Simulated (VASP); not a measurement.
Runs of VASP 6.6.1 on CdSe. The structure is that of space group F-43m (No. 216), or close to it. The cells are those of the table. 

| task | cell | k mesh | cutoff (eV) | smearing | gap on the mesh (eV) | pressure (GPa) |
| --- | --- | --- | --- | --- | --- | --- |
| single point | a = 4.380, b = 4.380, c = 4.328 Å, angles 59.6, 59.6, 90.0°, 2 atoms | 6 × 6 × 6 | 520 | gaussian 0.01 eV | 0.97 | 0.0 |
| single point | a = 4.380, b = 4.380, c = 4.346 Å, angles 59.7, 59.7, 90.0°, 2 atoms | 6 × 6 × 6 | 520 | gaussian 0.01 eV | (b) | -0.5 |
| single point | a = 4.359, b = 4.359, c = 4.341 Å, angles 59.9, 59.9, 90.0°, 2 atoms | 6 × 6 × 6 | 520 | gaussian 0.01 eV | 1.00 | (a) |
| relaxation of cell and atoms | relaxed from a = 4.342 Å, angles 60.0, 60.0, 90.0°, 2 atoms | 10 × 10 × 10 | 600 | fermi-dirac 0.05 eV | 1.02 | 0.0 |
| single point | a = 4.337 Å, angles 60.0, 60.0, 90.0°, 2 atoms | 10 × 10 × 10 | 520 | fermi-dirac 0.05 eV | (c) | 0.2 |

Alike in all rows: level r2SCAN; potentials or basis VASP PAW PBE potentials, release 64 (Cd, Se); no spin polarisation.

Problem. Estimate the missing entries.

Solution. (a) -0.1; (b) 0.96; (c) 1.03.

Caveats: the PAW data sets were made with another functional, which shifts forces and pressure a little.

A k mesh can miss the band edges, and the runs leave out spin-orbit coupling on Cd, Se.
